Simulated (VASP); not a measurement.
# SiW3 (Cmcm) in VASP: a series of runs

Runs on SiW3. Level: PBEsol. Tasks: single point.

Program: VASP 6.6.1. These are calculated values, not measurements. Logs are shortened: lines on timing, memory, paths and dates and some standing lists are left out, and cuts for length are marked.

## Step 1: The cell of the first run

Symmetry: Cmcm, No. 63, orthorhombic system. Conventional cell: a = 7.289 Å, b = 7.289 Å, c = 5.154 Å, α = 90.00°, β = 90.00°, γ = 90.00°. Within 3.4 Å of Si (site symmetry m2m) lie 6 W at 2.55 to 2.61 Å. W (site symmetry m2m) has 4 W at 2.55 to 2.61 Å and 2 Si at 2.58 Å within 3.4 Å. W (site symmetry m) has 2 Si at 2.55 to 2.61 Å and 4 W at 2.55 to 2.61 Å within 3.4 Å.

## Step 2: Single point, PBEsol

Contents of INCAR:

```
SYSTEM = SiW3
  PREC = Accurate
  ENCUT = 500
  EDIFF = 1E-6
  ISMEAR = 0
  SIGMA = 0.15
  LREAL = .False.
  LASPH = .True.
  NELM = 120
  ALGO = Normal
  ISIF = 2
  LWAVE = .False.
  LCHARG = .True.
  GGA = PS
  LVHAR = .True.
  NBANDS = 56
  GGA_COMPAT = .False.
  KPAR = 4
```

Contents of KPOINTS:

```
Automatic mesh
0
Gamma
  15 15 15
  0 0 0
```

Contents of POSCAR:

```
SiW3
1.0
    0.0000000000     -5.1543905733      0.0000000000
   -5.1543905733      0.0000000000      0.0000000000
    0.0000000000      0.0000000000     -5.1543905733
Si W
2 6
Direct
    0.0133755699      0.0133755699      0.0000000000
    0.4866244301      0.4866244301      0.5000000000
    0.5027266135      0.5027266135      0.0000000000
    0.9972733865      0.9972733865      0.5000000000
    0.5073633016     -0.0027266135      0.0000000000
   -0.0073633016      0.5027266135      0.5000000000
    0.5027266135     -0.0073633016      0.5000000000
   -0.0027266135      0.5073633016      0.0000000000
```

Potentials or basis: VASP PAW PBE potentials, release 64 (Si, W_sv).

Started as:

```
$ cat potpaw_PBE.64/Si/POTCAR potpaw_PBE.64/W_sv/POTCAR > POTCAR
$ mpirun -np 4 vasp_std > vasp.out
```

OUTCAR:

```text
SYSTEM = SiW3
   PREC = Accurate
   ENCUT = 500
   EDIFF = 1E-6
   ISMEAR = 0
   LREAL = .False.
   LASPH = .True.
   NELM = 120
   ISIF = 2
   GGA = PS

 ion  position               nearest neighbor table
   1  0.013  0.013  0.000-   5 2.55   8 2.55   4 2.58   4 2.58   8 2.61   5 2.61
   2  0.487  0.487  0.500-   6 2.55   7 2.55   3 2.58   3 2.58   6 2.61   7 2.61
   3  0.503  0.503  0.000-   5 2.55   8 2.55   2 2.58   2 2.58   5 2.61   8 2.61
   4  0.997  0.997  0.500-   6 2.55   7 2.55   1 2.58   1 2.58   7 2.61   6 2.61
   5  0.507  0.997  0.000-   1 2.55   3 2.55   7 2.58   7 2.58   3 2.61   1 2.61
   6  0.993  0.503  0.500-   2 2.55   4 2.55   8 2.58   8 2.58   4 2.61   2 2.61
   7  0.503  0.993  0.500-   2 2.55   4 2.55   5 2.58   5 2.58   4 2.61   2 2.61
   8  0.997  0.507  0.000-   1 2.55   3 2.55   6 2.58   6 2.58   3 2.61   1 2.61

  LATTYP: Found a simple cubic cell.
 ALAT       =     5.1543905733

  Lattice vectors:

 A1 = (   0.0000000000,  -5.1543905733,   0.0000000000)
 A2 = (  -5.1543905733,   0.0000000000,   0.0000000000)
 A3 = (   0.0000000000,   0.0000000000,  -5.1543905733)

Analysis of symmetry for initial positions (statically):
=====================================================================
 Subroutine PRICEL returns:
 Original cell was already a primitive cell.

 Routine SETGRP: Setting up the symmetry group for a
 simple cubic supercell.

 Subroutine GETGRP returns: Found  8 space group operations
 (whereof  4 operations were pure point group operations)
 out of a pool of 48 trial point group operations.

The static configuration has the point symmetry C_2v.
 The point group associated with its full space group is D_2h.

Analysis of symmetry for dynamics (positions and initial velocities):
=====================================================================
 Subroutine PRICEL returns:
 Original cell was already a primitive cell.

 Routine SETGRP: Setting up the symmetry group for a
 simple cubic supercell.

 Subroutine GETGRP returns: Found  8 space group operations
 (whereof  4 operations were pure point group operations)
 out of a pool of 48 trial point group operations.

The dynamic configuration has the point symmetry C_2v.
 The point group associated with its full space group is D_2h.

 Subroutine INISYM returns: Found  8 space group operations
 (whereof  4 operations are pure point group operations),
 and found     1 'primitive' translations

----------------------------------------------------------------------------------------

                                     Primitive cell

  volume of cell :     136.9405

  direct lattice vectors                    reciprocal lattice vectors
     0.000000000 -5.154390573  0.000000000     0.000000000 -0.194009357  0.000000000
    -5.154390573  0.000000000  0.000000000    -0.194009357  0.000000000  0.000000000
     0.000000000  0.000000000 -5.154390573     0.000000000  0.000000000 -0.194009357

  length of vectors
     5.154390573  5.154390573  5.154390573     0.194009357  0.194009357  0.194009357

  position of ions in fractional coordinates (direct lattice)
     0.013375570  0.013375570  0.000000000
     0.486624430  0.486624430  0.500000000
     0.502726614  0.502726614  0.000000000
     0.997273386  0.997273386  0.500000000
     0.507363302  0.997273386  0.000000000
     0.992636698  0.502726614  0.500000000
     0.502726614  0.992636698  0.500000000
     0.997273386  0.507363302  0.000000000

  ion indices of the primitive-cell ions
   primitive index   ion index
                 1           1
                 2           2
                 3           3
                 4           4
                 5           5
                 6           6
                 7           7
                 8           8

----------------------------------------------------------------------------------------

 KPOINTS: Automatic mesh

Automatic generation of k-mesh.
 Grid dimensions read from file:
 generate k-points for:   15   15   15

 Generating k-lattice:

  Cartesian coordinates                     Fractional coordinates (reciprocal lattice)
     0.000000000 -0.012933957  0.000000000     0.066666667  0.000000000  0.000000000
    -0.012933957  0.000000000  0.000000000     0.000000000  0.066666667  0.000000000
     0.000000000  0.000000000 -0.012933957     0.000000000  0.000000000  0.066666667

  Length of vectors
     0.012933957  0.012933957  0.012933957

  Shift w.r.t. Gamma in fractional coordinates (k-lattice)
     0.000000000  0.000000000  0.000000000

 Subroutine IBZKPT returns following result:
 ===========================================

 Found    512 irreducible k-points:

 Following reciprocal coordinates:
            Coordinates               Weight
  0.000000  0.000000  0.000000      1.000000
  0.066667  0.000000  0.000000      4.000000
  0.000000  0.000000  0.066667      2.000000
  0.133333  0.000000  0.000000      4.000000
  0.000000  0.000000  0.133333      2.000000
  0.200000  0.000000  0.000000      4.000000
[... 16 lines left out ...]
  0.200000  0.066667  0.000000      4.000000
  0.000000  0.200000  0.066667      8.000000
 [... further k-points ...]
   k-points           NKPTS =    512   k-points in BZ     NKDIM =    512   number of bands    NBANDS=     56
   number of dos      NEDOS =    301   number of ions     NIONS =      8
   total plane-waves  NPLWV =  64000
   dimension x,y,z NGX =    40 NGY =   40 NGZ =   40
   dimension x,y,z NGXF=    80 NGYF=   80 NGZF=   80
   ions per type =               2   6
   NGX,Y,Z   is equivalent  to a cutoff of  12.90, 12.90, 12.90 a.u.
   NGXF,Y,Z  is equivalent  to a cutoff of  25.80, 25.80, 25.80 a.u.
 SYSTEM =  SiW3
   PREC   = accura    normal or accurate (medium, high low for compatibility)
   ISTART =      0    job   : 0-new  1-cont  2-samecut
   ICHARG =      2    charge: 1-file 2-atom 10-const
   ISPIN  =      1    spin polarized calculation?
   LNONCOLLINEAR =      F non collinear calculations
   LSORBIT =      F    spin-orbit coupling
   LASPH  =      T    aspherical Exc in radial PAW
   ENCUT  =  500.0 eV  36.75 Ry    6.06 a.u.   9.40  9.40  9.40*2*pi/ulx,y,z
   NELM   =    120;   NELMIN=  2; NELMDL= -5     # of ELM steps
   EDIFF  = 0.1E-05   stopping-criterion for ELM
   LREAL  =      F    real-space projection
   EDIFFG = 0.1E-04   stopping-criterion for IOM
   NSW    =      0    number of steps for IOM
   IBRION =     -1    ionic relax: 0-MD 1-quasi-New 2-CG
   NFREE  =      0    steps in history (QN), initial steepest desc. (CG)
   ISIF   =      2    stress and relaxation
   ISYM   =      2    0-nonsym 1-usesym 2-fastsym
   POTIM  = 0.5000    time-step for ionic-motion
   TEBEG  =    0.0;   TEEND  =   0.0 temperature during run
   PSTRESS=    0.0 pullay stress
   NELECT =      92.0000    total number of electrons
   NUPDOWN=      -1.0000    fix difference up-down
   EMIN   =  10.00;   EMAX   =-10.00  energy-range for DOS
   EFERMI =   0.00;   METHOD = LEGACY
   ISMEAR =     0;   SIGMA  =   0.15  broadening in eV -4-tet -1-fermi 0-gaus
   EFERMI_NEDOS =   21; number of points for ismear=-14 and -15
   IALGO  =     38    algorithm
   IMIX   =      4    mixing-type and parameters
     AMIX     =   0.40;   BMIX     =  1.00
     AMIX_MAG =   1.60;   BMIX_MAG =  1.00
  volume/ion in A,a.u.               =      17.12       115.52
  Fermi-wavevector in a.u.,A,eV,Ry     =   1.433816  2.709520 27.971246  2.055829
  Thomas-Fermi vector in A             =   2.553293
   LORBIT       =      0    0 simple, 1 ext, 2 COOP (PROOUT), +10 PAW based schemes
   GGA     = PS    functional components
   LHFCALC =     F    Hartree Fock is set to
   AEXX    =    0.0000 exact exchange contribution
   IVDW    =     0    specifies the selected vdW correction
   LEPSILON=     F    determine dielectric tensor
   LRPA    =     F    only Hartree local field effects (RPA)
 non-spin polarized calculation
 Gauss-broadening in eV      SIGMA  =   0.15
  energy-cutoff  :      500.00
  volume of cell :      136.94
 maximum number of plane-waves:      3499
 NGX is ok and might be reduce to    40
   NGX = 19   NGY = 19   NGZ = 19

 number of electron      92.0000007 magnetization

 Free energy of the ion-electron system (eV)
  ---------------------------------------------------
  ext. energy  EPLUGINS =         0.00000000
  ---------------------------------------------------
  free energy    TOTEN  =       -83.49395811 eV

  energy without entropy =      -83.38316659  energy(sigma->0) =      -83.43856235

 E-fermi :   9.3338     XC(G=0): -12.5372

 val. band max:        9.3337498620   @ k =  -0.2667   0.2667   0.3333
 cond. band min:       9.3350240715   @ k =   0.4667   0.1333   0.0667
 fundamental gap:      0.0012742095
 Fermi energy:         9.3337915293

 k-point     1 :       0.0000    0.0000    0.0000
  band No.  band energies     occupation
      1     -64.5956      2.00000
      2     -64.5317      2.00000
      3     -64.5301      2.00000
      4     -64.4092      2.00000
      5     -64.4062      2.00000
      6     -64.3488      2.00000
[... 48 lines left out ...]
     55      13.0189      0.00000
     56      13.0207      0.00000

 k-point     2 :       0.0667    0.0000    0.0000
  band No.  band energies     occupation
      1     -64.5946      2.00000
      2     -64.5320      2.00000
      3     -64.5290      2.00000
      4     -64.4095      2.00000
      5     -64.4069      2.00000
      6     -64.3496      2.00000
[... 48 lines left out ...]
     55      12.9510      0.00000
     56      12.9560      0.00000

 k-point     3 :       0.0000    0.0000    0.0667
  band No.  band energies     occupation
      1     -64.5946      2.00000
      2     -64.5306      2.00000
      3     -64.5304      2.00000
      4     -64.4106      2.00000
      5     -64.4058      2.00000
      6     -64.3496      2.00000
[... 1172 lines left out ...]
 k-point    23 :       0.2000    0.0667    0.0000
  band No.  band energies     occupation
      1     -64.5869      2.00000
      2     -64.5348      2.00000
      3     -64.5189      2.00000
      4     -64.4187      2.00000
      5     -64.4056      2.00000
      6     -64.3571      2.00000
[... 48 lines left out ...]
     55      12.4998      0.00000
     56      12.5541      0.00000

 k-point    24 :       0.0000    0.2000    0.0667
  band No.  band energies     occupation
      1     -64.5869      2.00000
      2     -64.5347      2.00000
      3     -64.5191      2.00000
      4     -64.4190      2.00000
      5     -64.4053      2.00000
      6     -64.3571      2.00000
[... 48 lines left out ...]
     55      12.4924      0.00000
     56      12.5638      0.00000

 [... further k-points ...]
[... 5 lines left out ...]
  --------------------------------------------------------------------------------------
  -------------------------------------------------------------------------------------
  Total        0.7629971      0.7629971      0.3115639     -0.1977912      0.0000000      0.0000000
  in kB        8.9269168      8.9269168      3.6452363     -2.3141180      0.0000000      0.0000000
  external PRESSURE =       7.1663566 kB  Pullay stress =       0.0000000 kB

 VOLUME and BASIS-vectors are now :
 -----------------------------------------------------------------------------
  energy-cutoff  :      500.00
  volume of cell :      136.94
      direct lattice vectors                 reciprocal lattice vectors
     0.000000000 -5.154390573  0.000000000     0.000000000 -0.194009357  0.000000000
    -5.154390573  0.000000000  0.000000000    -0.194009357  0.000000000  0.000000000
     0.000000000  0.000000000 -5.154390573     0.000000000  0.000000000 -0.194009357

 POSITION                                       TOTAL-FORCE (eV/Angst)
 -----------------------------------------------------------------------------------
     -0.06894     -0.06894      0.00000        -0.178735     -0.178735      0.000000
     -2.50825     -2.50825     -2.57720         0.178735      0.178735      0.000000
     -2.59125     -2.59125      0.00000        -0.215272     -0.215272      0.000000
     -5.14034     -5.14034     -2.57720         0.215272      0.215272      0.000000
     -5.14034     -2.61515      0.00000         0.204086     -0.767770      0.000000
     -2.59125     -5.11644     -2.57720        -0.204086      0.767770      0.000000
     -5.11644     -2.59125     -2.57720         0.767770     -0.204086      0.000000
     -2.61515     -5.14034      0.00000        -0.767770      0.204086      0.000000
 -----------------------------------------------------------------------------------
    total drift:                                0.000000      0.000000     -0.000000

  FREE ENERGIE OF THE ION-ELECTRON SYSTEM (eV)
  ---------------------------------------------------
  free  energy   TOTEN  =       -83.4939581148 eV

  energy  without entropy=      -83.3831665872  energy(sigma->0) =      -83.43856235
```

Run time: 7 min. Hardware: 4 MPI ranks of Intel Xeon 6975P-C (Granite Rapids), shared host; peak memory 2.2 GiB.

What came out:

```
Free energy            : -83.4940 eV
Pressure               : 0.7 GPa
Largest force          : 0.794 eV/Å
Band gap on the k mesh : zero (bands 46 and 47 overlap by 1.16 eV)
```

Forces on the atoms (eV/Å):
```
Si  -0.179 -0.179  0.000
Si   0.179  0.179  0.000
W   -0.215 -0.215  0.000
W    0.215  0.215  0.000
W    0.204 -0.768  0.000
W   -0.204  0.768  0.000
W    0.768 -0.204  0.000
W   -0.768  0.204  0.000
```

Caveat: the PAW data sets were made with another functional, which shifts forces and pressure a little; spin-orbit coupling is left out, which moves the levels of the heavy elements.

## Step 3: Single point, PBEsol (atoms displaced along a vibrational mode)

Contents of INCAR:

```
PREC = Accurate ; ENCUT = 520
EDIFF = 1E-7 ; ISMEAR = 0
SIGMA = 0.15 ; LREAL = False
LASPH = True ; NELM = 80
ALGO = Fast ; ISIF = 2
LWAVE = False ; LCHARG = False
GGA = PS ; NBANDS = 56
```

Contents of KPOINTS:

```
Automatic mesh
0
Gamma
  10 10 10
```

Contents of POSCAR:

```
SiW3
1.0
    0.0000000000     -5.1543905733      0.0000000000
   -5.1543905733      0.0000000000      0.0000000000
    0.0000000000      0.0000000000     -5.1543905733
Si W
2 6
Direct
   -0.0356681863     -0.0356681863      0.0000000000
    0.5356681863      0.5356681863      0.5000000000
    0.4927290306      0.4927290306      0.0000000000
    1.0072709694      1.0072709694      0.5000000000
    0.4803645292      0.0072709694      0.0000000000
    0.0196354708      0.4927290306      0.5000000000
    0.4927290306      0.0196354708      0.5000000000
    0.0072709694      0.4803645292      0.0000000000
```

Potentials or basis: VASP PAW PBE potentials, release 64 (Si, W_sv).

Started as:

```
$ cat potpaw_PBE.64/Si/POTCAR potpaw_PBE.64/W_sv/POTCAR > POTCAR
$ mpirun -np 1 vasp_std > vasp.out
```

Wall time 15 min (1 thread of Intel Xeon 6975P-C (Granite Rapids), shared host); peak memory 0.98 GiB.

It converged, with:

```
Free energy            : -84.0003 eV
Pressure               : 0.7 GPa
Largest force          : 1.761 eV/Å
Band gap on the k mesh : zero (bands 46 and 47 overlap by 1.11 eV)
```

Forces on the atoms (eV/Å):
```
Si   0.256  0.256  0.000
Si  -0.256 -0.256  0.000
W    0.260  0.260  0.000
W   -0.260 -0.260  0.000
W   -0.169  1.753  0.000
W    0.169 -1.753  0.000
W   -1.753  0.169  0.000
W    1.753 -0.169  0.000
```

Stress tensor (GPa, compression positive):
```
 1.80 -1.36  0.00
-1.36  1.80  0.00
 0.00  0.00 -1.41
```

Levels at points of the mesh, in eV from the Fermi level:
```
           k point  band 43  band 44  band 45  band 46  band 47  band 48  band 49  band 50
(0.00, 0.00, 0.00)    -0.50    -0.37     0.40     0.51     0.54     0.56     1.11     1.34
(0.50, 0.00, 0.00)    -0.65    -0.64    -0.41     0.01     0.09     0.19     0.66     0.88
(0.00, 0.00, 0.50)    -0.55    -0.55    -0.19    -0.19    -0.01    -0.01     0.85     0.85
(0.50, 0.50, 0.00)    -0.93    -0.87    -0.44    -0.36    -0.23    -0.12     0.01     0.14
(0.00, 0.50, 0.50)    -0.77    -0.77    -0.37    -0.37    -0.13    -0.13    -0.05    -0.05
(0.50, 0.50, 0.50)    -0.73    -0.73    -0.64    -0.64    -0.06    -0.06     0.00     0.00
```

Caveat: the cell differs from its parent crystal (atoms displaced along a vibrational mode); the PAW data sets were made with another functional, which shifts forces and pressure a little; spin-orbit coupling is left out, which moves the levels of the heavy elements.

## Step 4: Single point, PBEsol

Contents of INCAR:

```
SYSTEM = SiW3
  PREC = Accurate
  ENCUT = 520
  EDIFF = 1E-6
  ISMEAR = 0
  SIGMA = 0.15
  LREAL = .False.
  LASPH = .True.
  NELM = 100
  ALGO = Fast
  ISIF = 2
  LWAVE = .False.
  LCHARG = .True.
  GGA = PS
  LELF = .True.
  LVHAR = .True.
  NBANDS = 56
```

Contents of KPOINTS:

```
Automatic mesh
0
Gamma
  10 10 10
  0 0 0
```

Contents of POSCAR:

```
SiW3
1.0
    0.0000000000     -5.1543905733      0.0000000000
   -5.1543905733      0.0000000000      0.0000000000
    0.0000000000      0.0000000000     -5.1543905733
Si W
2 6
Direct
    0.0133755699      0.0133755699      0.0000000000
    0.4866244301      0.4866244301      0.5000000000
    0.5027266135      0.5027266135      0.0000000000
    0.9972733865      0.9972733865      0.5000000000
    0.5073633016     -0.0027266135      0.0000000000
   -0.0073633016      0.5027266135      0.5000000000
    0.5027266135     -0.0073633016      0.5000000000
   -0.0027266135      0.5073633016      0.0000000000
```

Started as:

```
$ cat potpaw_PBE.64/Si/POTCAR potpaw_PBE.64/W_sv/POTCAR > POTCAR
$ mpirun -np 1 vasp_std > vasp.out
```

Wall time 37 min (1 thread of Oxide Virtual Turin-like, shared host); peak memory 0.94 GiB.

The run converged. Its results:

```
Free energy            : -83.5291 eV
Pressure               : 0.7 GPa
Largest force          : 0.733 eV/Å
Band gap on the k mesh : zero (bands 46 and 47 overlap by 1.04 eV)
```

Forces in eV/Å, atoms in the order of the input:
```
Si  -0.176 -0.176  0.000
Si   0.176  0.176  0.000
W   -0.218 -0.218  0.000
W    0.218  0.218  0.000
W    0.213 -0.701  0.000
W   -0.213  0.701  0.000
W    0.701 -0.213  0.000
W   -0.701  0.213  0.000
```

Stress tensor (GPa, compression positive):
```
 0.88 -0.19  0.00
-0.19  0.88  0.00
 0.00  0.00  0.37
```

Levels at points of the mesh, in eV from the Fermi level:
```
           k point  band 44  band 45  band 46  band 47  band 48  band 49
(0.00, 0.00, 0.00)    -0.32     0.09     0.17     0.46     0.47     1.16
(0.50, 0.00, 0.00)    -0.56    -0.43    -0.18     0.06     0.13     0.76
(0.00, 0.00, 0.50)    -0.56    -0.29    -0.29     0.07     0.07     0.88
(0.50, 0.50, 0.00)    -0.57    -0.41    -0.32    -0.27    -0.23    -0.23
(0.00, 0.50, 0.50)    -0.56    -0.37    -0.37    -0.27    -0.27    -0.23
(0.50, 0.50, 0.50)    -0.86    -0.82    -0.82    -0.10    -0.10    -0.09
```

Caveat: the PAW data sets were made with another functional, which shifts forces and pressure a little; spin-orbit coupling is left out, which moves the levels of the heavy elements.

[end of part 1 of 2]
